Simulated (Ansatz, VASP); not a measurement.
BN: VASP beside Ansatz

```xyz
4
Lattice="2.5439 0.0000 0.0000 -1.2720 2.2031 0.0000 0.0000 0.0000 4.1657" Properties=species:S:1:pos:R:3 pbc="T T T"
B     0.0000    1.4688    0.0008
B     1.2720    0.7344    2.0837
N     0.0000    1.4688    1.5613
N     1.2720    0.7344    3.6442
```

Change from the starting cell: uniaxial_z strain -1.0%.

Alike in both runs: task single point; functional PBE; k mesh 12 × 12 × 6; occupations fermi-dirac, width 0.02 eV; no spin polarisation.

|  | VASP | Ansatz |
| --- | --- | --- |
| version | VASP 6.6.1 | Ansatz 0.2.0 |
| potentials or method | VASP PAW PBE potentials, release 64 (B, N) | plane waves, PAW |
| plane-wave cutoff (eV) | 520 | 420 |
| valence electrons in the cell | 16 | 16 |

```tsv
	VASP	Ansatz	Ansatz less VASP
gap on the k mesh at the Fermi level (eV)	5.21	5.23	+0.018
pressure (GPa)	9.0	8.7	-0.32
traceless stress, the component that is largest in VASP (GPa)	6.72	6.71	-0.013
rms of the force components (eV/Å)	0.004	0.004	-0.0001
```

Atom by atom the forces differ by 0.000 eV/Å (rms over components). With one functional, cell and mesh, what is left measures potentials, basis and numerics.
